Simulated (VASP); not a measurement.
# Bi2Se3 (R-3m) in VASP: further runs

Bi2Se3 is run at these levels: PBE; tasks: single point.

Program: VASP 6.6.1. These are calculated values, not measurements. Logs are shortened: lines on timing, memory, paths and dates and some standing lists are left out, and cuts for length are marked.

## (1) The cell of the first run

It takes space group R-3m (No. 166, trigonal). Conventional cell: a = 4.260 Å, b = 4.260 Å, c = 27.088 Å, α = 90.00°, β = 90.00°, γ = 120.00°. Within 3.8 Å of Bi (site symmetry 3m) lie 6 Se at 2.86 to 3.06 Å. Within 4.3 Å of Se (site symmetry -3m) lie 6 Bi at 3.06 Å and 12 Se at 4.11 to 4.26 Å. Se (site symmetry 3m) has 3 Bi at 2.86 Å and 3 Se at 3.46 Å within 3.8 Å.

## (2) Single point, PBE

INCAR

```
SYSTEM = Bi2Se3
ALGO = Normal
EDIFF = 1E-6
ENCUT = 520
GGA = PE
ISIF = 2
ISMEAR = 0
LASPH = .True.
LCHARG = .True.
LELF = .True.
LREAL = .False.
LVHAR = .True.
LWAVE = .False.
NBANDS = 32
NELM = 80
PREC = Accurate
SIGMA = 0.03
```

KPOINTS

```
k-points
0
Gamma
  12 12 12
  0 0 0
```

POSCAR

```
Bi2Se3
1.0
    2.1298818586      1.2296878644      9.0292046991
   -2.1298818586      1.2296878644      9.0292046991
    0.0000000000     -2.4593757288      9.0292046991
Bi Se
2 3
Direct
    0.4008000000      0.4008000000      0.4008000000
    0.5992000000      0.5992000000      0.5992000000
    0.0000000000      0.0000000000      0.0000000000
    0.2117000000      0.2117000000      0.2117000000
    0.7883000000      0.7883000000      0.7883000000
```

Potentials or basis: VASP PAW PBE potentials, release 64 (Bi_d, Se).

The run is started by

```
$ cat potpaw_PBE.64/Bi_d/POTCAR potpaw_PBE.64/Se/POTCAR > POTCAR
$ mpirun -np 1 vasp_std > vasp.out
```

OUTCAR:

```text
SYSTEM = Bi2Se3
   EDIFF = 1E-6
   ENCUT = 520
   GGA = PE
   ISIF = 2
   ISMEAR = 0
   LASPH = .True.
   LREAL = .False.
   NELM = 80
   PREC = Accurate

 ion  position               nearest neighbor table
   1  0.401  0.401  0.401-   5 2.86   5 2.86   5 2.86   3 3.06   3 3.06   3 3.06
   2  0.599  0.599  0.599-   4 2.86   4 2.86   4 2.86   3 3.06   3 3.06   3 3.06
   3  0.000  0.000  0.000-   2 3.06   1 3.06   2 3.06   2 3.06   1 3.06   1 3.06
   4  0.212  0.212  0.212-   2 2.86   2 2.86   2 2.86
   5  0.788  0.788  0.788-   1 2.86   1 2.86   1 2.86

  LATTYP: Found a trigonal (rhomboedric) cell.
 ALAT       =     9.3581550785
 COS(alpha) =     0.8963998107

  Lattice vectors:

 A1 = (   2.1298818586,   1.2296878644,   9.0292046991)
 A2 = (  -2.1298818586,   1.2296878644,   9.0292046991)
 A3 = (   0.0000000000,  -2.4593757288,   9.0292046991)

Analysis of symmetry for initial positions (statically):
=====================================================================
 Subroutine PRICEL returns:
 Original cell was already a primitive cell.

 Routine SETGRP: Setting up the symmetry group for a
 trigonal (rhombohedral) supercell.

 Subroutine GETGRP returns: Found 12 space group operations
 (whereof 12 operations were pure point group operations)
 out of a pool of 12 trial point group operations.

The static configuration has the point symmetry D_3d.

Analysis of symmetry for dynamics (positions and initial velocities):
=====================================================================
 Subroutine PRICEL returns:
 Original cell was already a primitive cell.

 Routine SETGRP: Setting up the symmetry group for a
 trigonal (rhombohedral) supercell.

 Subroutine GETGRP returns: Found 12 space group operations
 (whereof 12 operations were pure point group operations)
 out of a pool of 12 trial point group operations.

The dynamic configuration has the point symmetry D_3d.

 Subroutine INISYM returns: Found 12 space group operations
 (whereof 12 operations are pure point group operations),
 and found     1 'primitive' translations

----------------------------------------------------------------------------------------

                                     Primitive cell

  volume of cell :     141.8898

  direct lattice vectors                    reciprocal lattice vectors
     2.129881859  1.229687864  9.029204699     0.234754805  0.135535750  0.036917242
    -2.129881859  1.229687864  9.029204699    -0.234754805  0.135535750  0.036917242
     0.000000000 -2.459375729  9.029204699     0.000000000 -0.271071500  0.036917242

  length of vectors
     9.358155079  9.358155079  9.358155079     0.273573830  0.273573830  0.273573830

  position of ions in fractional coordinates (direct lattice)
     0.400800000  0.400800000  0.400800000
     0.599200000  0.599200000  0.599200000
     0.000000000  0.000000000  0.000000000
     0.211700000  0.211700000  0.211700000
     0.788300000  0.788300000  0.788300000

  ion indices of the primitive-cell ions
   primitive index   ion index
                 1           1
                 2           2
                 3           3
                 4           4
                 5           5

----------------------------------------------------------------------------------------

 KPOINTS: k-points

Automatic generation of k-mesh.
 Grid dimensions read from file:
 generate k-points for:   12   12   12

 Generating k-lattice:

  Cartesian coordinates                     Fractional coordinates (reciprocal lattice)
     0.019562900  0.011294646  0.003076437     0.083333333  0.000000000  0.000000000
    -0.019562900  0.011294646  0.003076437     0.000000000  0.083333333  0.000000000
     0.000000000 -0.022589292  0.003076437     0.000000000  0.000000000  0.083333333

  Length of vectors
     0.022797819  0.022797819  0.022797819

  Shift w.r.t. Gamma in fractional coordinates (k-lattice)
     0.000000000  0.000000000  0.000000000

 Subroutine IBZKPT returns following result:
 ===========================================

 Found    189 irreducible k-points:

 Following reciprocal coordinates:
            Coordinates               Weight
  0.000000  0.000000  0.000000      1.000000
  0.083333  0.000000  0.000000      6.000000
  0.166667 -0.000000  0.000000      6.000000
  0.250000  0.000000  0.000000      6.000000
  0.333333 -0.000000  0.000000      6.000000
  0.416667  0.000000  0.000000      6.000000
[... 16 lines left out ...]
  0.500000  0.166667  0.000000     12.000000
 -0.416667  0.166667  0.000000     12.000000
 [... further k-points ...]
   k-points           NKPTS =    189   k-points in BZ     NKDIM =    189   number of bands    NBANDS=     32
   number of dos      NEDOS =    301   number of ions     NIONS =      5
   total plane-waves  NPLWV = 343000
   dimension x,y,z NGX =    70 NGY =   70 NGZ =   70
   dimension x,y,z NGXF=   140 NGYF=  140 NGZF=  140
   ions per type =               2   3
   NGX,Y,Z   is equivalent  to a cutoff of  12.44, 12.44, 12.44 a.u.
   NGXF,Y,Z  is equivalent  to a cutoff of  24.87, 24.87, 24.87 a.u.
 SYSTEM =  Bi2Se3
   PREC   = accura    normal or accurate (medium, high low for compatibility)
   ISTART =      0    job   : 0-new  1-cont  2-samecut
   ICHARG =      2    charge: 1-file 2-atom 10-const
   ISPIN  =      1    spin polarized calculation?
   LNONCOLLINEAR =      F non collinear calculations
   LSORBIT =      F    spin-orbit coupling
   LASPH  =      T    aspherical Exc in radial PAW
   ENCUT  =  520.0 eV  38.22 Ry    6.18 a.u.  17.40 17.40 17.40*2*pi/ulx,y,z
   NELM   =     80;   NELMIN=  2; NELMDL= -5     # of ELM steps
   EDIFF  = 0.1E-05   stopping-criterion for ELM
   LREAL  =      F    real-space projection
   EDIFFG = 0.1E-04   stopping-criterion for IOM
   NSW    =      0    number of steps for IOM
   IBRION =     -1    ionic relax: 0-MD 1-quasi-New 2-CG
   NFREE  =      0    steps in history (QN), initial steepest desc. (CG)
   ISIF   =      2    stress and relaxation
   ISYM   =      2    0-nonsym 1-usesym 2-fastsym
   POTIM  = 0.5000    time-step for ionic-motion
   TEBEG  =    0.0;   TEEND  =   0.0 temperature during run
   PSTRESS=    0.0 pullay stress
   NELECT =      48.0000    total number of electrons
   NUPDOWN=      -1.0000    fix difference up-down
   EMIN   =  10.00;   EMAX   =-10.00  energy-range for DOS
   EFERMI =   0.00;   METHOD = LEGACY
   ISMEAR =     0;   SIGMA  =   0.03  broadening in eV -4-tet -1-fermi 0-gaus
   EFERMI_NEDOS =   21; number of points for ismear=-14 and -15
   IALGO  =     38    algorithm
   IMIX   =      4    mixing-type and parameters
     AMIX     =   0.40;   BMIX     =  1.00
     AMIX_MAG =   1.60;   BMIX_MAG =  1.00
  volume/ion in A,a.u.               =      28.38       191.50
  Fermi-wavevector in a.u.,A,eV,Ry     =   1.140700  2.155611 17.703860  1.301197
  Thomas-Fermi vector in A             =   2.277402
   LORBIT       =      0    0 simple, 1 ext, 2 COOP (PROOUT), +10 PAW based schemes
   GGA     = PE    functional components
   LHFCALC =     F    Hartree Fock is set to
   AEXX    =    0.0000 exact exchange contribution
   IVDW    =     0    specifies the selected vdW correction
   LEPSILON=     F    determine dielectric tensor
   LRPA    =     F    only Hartree local field effects (RPA)
 non-spin polarized calculation
 Gauss-broadening in eV      SIGMA  =   0.03
  energy-cutoff  :      520.00
  volume of cell :      141.89
 maximum number of plane-waves:      3850
 NGX is ok and might be reduce to    70

 number of electron      48.0000006 magnetization

 Free energy of the ion-electron system (eV)
  ---------------------------------------------------
  ext. energy  EPLUGINS =         0.00000000
  ---------------------------------------------------
  free energy    TOTEN  =       -20.07860774 eV

  energy without entropy =      -20.07859470  energy(sigma->0) =      -20.07860122

 E-fermi :   4.8405     XC(G=0):  -9.5021

 val. band max:        4.8213581012   @ k =   0.0000   0.0000   0.0000
 cond. band min:       4.8596506476   @ k =   0.0000   0.0000   0.0000
 fundamental gap:      0.0382925464
 Fermi energy:         4.8405044966

 k-point     1 :       0.0000    0.0000    0.0000
  band No.  band energies     occupation
      1     -18.1566      2.00000
      2     -18.1543      2.00000
      3     -18.1502      2.00000
      4     -18.1502      2.00000
      5     -18.1478      2.00000
      6     -18.1478      2.00000
[... 24 lines left out ...]
     31      11.1021      0.00000
     32      11.6723      0.00000

 k-point     2 :       0.0833    0.0000    0.0000
  band No.  band energies     occupation
      1     -18.1561      2.00000
      2     -18.1538      2.00000
      3     -18.1512      2.00000
      4     -18.1496      2.00000
      5     -18.1488      2.00000
      6     -18.1475      2.00000
[... 24 lines left out ...]
     31      10.7305      0.00000
     32      11.0632      0.00000

 k-point     3 :       0.1667   -0.0000    0.0000
  band No.  band energies     occupation
      1     -18.1569      2.00000
      2     -18.1545      2.00000
      3     -18.1518      2.00000
      4     -18.1500      2.00000
      5     -18.1490      2.00000
      6     -18.1465      2.00000
[... 24 lines left out ...]
     31       9.9742      0.00000
     32      10.8325      0.00000

 k-point     4 :       0.2500    0.0000    0.0000
  band No.  band energies     occupation
      1     -18.1618      2.00000
      2     -18.1576      2.00000
      3     -18.1518      2.00000
      4     -18.1495      2.00000
      5     -18.1480      2.00000
      6     -18.1452      2.00000
[... 654 lines left out ...]
     31       9.9588      0.00000
     32      10.4524      0.00000

 k-point    23 :       0.5000    0.1667    0.0000
  band No.  band energies     occupation
      1     -18.1680      2.00000
      2     -18.1626      2.00000
      3     -18.1541      2.00000
      4     -18.1491      2.00000
      5     -18.1464      2.00000
      6     -18.1440      2.00000
[... 24 lines left out ...]
     31       9.9995      0.00000
     32      11.0110      0.00000

 k-point    24 :      -0.4167    0.1667    0.0000
  band No.  band energies     occupation
      1     -18.1690      2.00000
      2     -18.1631      2.00000
      3     -18.1546      2.00000
      4     -18.1491      2.00000
      5     -18.1465      2.00000
      6     -18.1435      2.00000
[... 24 lines left out ...]
     31       9.8793      0.00000
     32      11.0815      0.00000

 [... further k-points ...]
[... 5 lines left out ...]
  --------------------------------------------------------------------------------------
  -------------------------------------------------------------------------------------
  Total        1.2524081      1.2524081      3.8150022      0.0000000      0.0000000      0.0000000
  in kB       14.1418200     14.1418200     43.0778704      0.0000000      0.0000000      0.0000000
  external PRESSURE =      23.7871701 kB  Pullay stress =       0.0000000 kB

 VOLUME and BASIS-vectors are now :
 -----------------------------------------------------------------------------
  energy-cutoff  :      520.00
  volume of cell :      141.89
      direct lattice vectors                 reciprocal lattice vectors
     2.129881859  1.229687864  9.029204699     0.234754805  0.135535750  0.036917242
    -2.129881859  1.229687864  9.029204699    -0.234754805  0.135535750  0.036917242
     0.000000000 -2.459375729  9.029204699     0.000000000 -0.271071500  0.036917242

 POSITION                                       TOTAL-FORCE (eV/Angst)
 -----------------------------------------------------------------------------------
      0.00000      0.00000     10.85672         0.000000     -0.000000     -0.062764
      0.00000      0.00000     16.23090         0.000000      0.000000      0.062764
      0.00000      0.00000      0.00000         0.000000      0.000000      0.000000
      0.00000      0.00000      5.73445         0.000000      0.000000     -0.283153
      0.00000      0.00000     21.35317         0.000000      0.000000      0.283153
 -----------------------------------------------------------------------------------
    total drift:                                0.000000      0.000000      0.000000

  FREE ENERGIE OF THE ION-ELECTRON SYSTEM (eV)
  ---------------------------------------------------
  free  energy   TOTEN  =       -20.0786077363 eV

  energy  without entropy=      -20.0785946999  energy(sigma->0) =      -20.07860122
```

Wall time 30 min (1 thread of Intel Xeon 6975P-C (Granite Rapids), shared host); peak memory 1.2 GiB.

Results:

* Free energy: -20.0786 eV
* Pressure: 2.4 GPa
* Largest force: 0.283 eV/Å
* Band gap on the k mesh: 0.04 eV

Forces in eV/Å, atoms in the order of the input:
```
Bi   0.000  0.000 -0.063
Bi   0.000  0.000  0.063
Se   0.000  0.000  0.000
Se   0.000  0.000 -0.283
Se   0.000  0.000  0.283
```

Levels at points of the mesh, in eV from the valence-band top:
```csv
k point,band 21,band 22,band 23,band 24,band 25,band 26,band 27,band 28
"(0.00, 0.00, 0.00)",-1.75,-1.28,-1.28,0.00,0.04,1.23,1.23,2.04
"(0.50, 0.00, 0.00)",-2.76,-1.80,-1.10,-0.33,0.92,2.08,3.13,3.74
"(0.50, 0.50, 0.00)",-1.80,-1.63,-1.62,-0.46,1.62,2.41,2.86,3.18
"(0.50, 0.50, 0.50)",-1.63,-1.53,-1.53,-0.33,0.49,1.64,1.64,1.90
```

Caveat: spin-orbit coupling is left out, which moves the levels of the heavy elements. A k mesh can miss the band edges.

## (3) Single point, PBE

This run uses another cell than the first one, of the same volume but with other edges.

INCAR

```
SYSTEM = Bi2Se3
PREC = Accurate
ENCUT = 520
EDIFF = 1E-6
ISMEAR = 0
SIGMA = 0.03
LREAL = .FALSE.
LASPH = .TRUE.
NELM = 60
ALGO = Normal
ISIF = 2
LWAVE = .FALSE.
LCHARG = .FALSE.
GGA = PE
NBANDS = 32
```

KPOINTS

```
regular mesh
0
G
  12 12 12
  0 0 0
```

Edit POSCAR of step 2 so:

```diff
@@ -2,5 +2,5 @@
 1.0
-    2.1298818586      1.2296878644      9.0292046991
-   -2.1298818586      1.2296878644      9.0292046991
-    0.0000000000     -2.4593757288      9.0292046991
+    2.2314549727      1.2883311292      8.2259160319
+   -2.2314549727      1.2883311292      8.2259160319
+    0.0000000000     -2.5766622584      8.2259160319
 Bi Se
```

Potentials or basis: VASP PAW PBE potentials, release 64 (Bi_d, Se).

The run is started by

```
$ cat potpaw_PBE.64/Bi_d/POTCAR potpaw_PBE.64/Se/POTCAR > POTCAR
$ mpirun -np 1 vasp_std > vasp.out
```

Wall time 17 min (1 thread of Intel Xeon 6975P-C (Granite Rapids), shared host); peak memory 1 GiB.

The run converged. Its results:

| Quantity | Value |
| --- | --- |
| Free energy | -19.7100 eV |
| Pressure | 1.3 GPa |
| Largest force | 0.283 eV/Å |
| Band gap on the k mesh | zero (bands 24 and 25 overlap by 0.30 eV) |

Forces in eV/Å, atoms in the order of the input:
```
Bi   0.000  0.000  0.100
Bi   0.000  0.000 -0.100
Se   0.000  0.000  0.000
Se   0.000  0.000 -0.283
Se   0.000  0.000  0.283
```

Stress tensor (GPa, compression positive):
```
-0.42  0.00  0.00
 0.00 -0.42  0.00
 0.00  0.00  4.88
```

Levels at points of the mesh, in eV from the Fermi level:
| k point | band 22 | band 23 | band 24 | band 25 | band 26 | band 27 |
| --- | --- | --- | --- | --- | --- | --- |
| (0.00, 0.00, 0.00) | -1.61 | -1.58 | -0.47 | -0.22 | 0.69 | 0.69 |
| (0.50, 0.00, 0.00) | -1.50 | -1.04 | -0.32 | 0.70 | 2.06 | 2.88 |
| (0.50, 0.50, 0.00) | -1.84 | -1.67 | 0.06 | 1.53 | 2.93 | 2.95 |
| (0.50, 0.50, 0.50) | -2.00 | -1.45 | -0.62 | 0.10 | 1.33 | 1.33 |

Caveat: the stress differs along the axes, from -0 to 5 GPa; spin-orbit coupling is left out, which moves the levels of the heavy elements.

(Continued in part 2 of 2.)
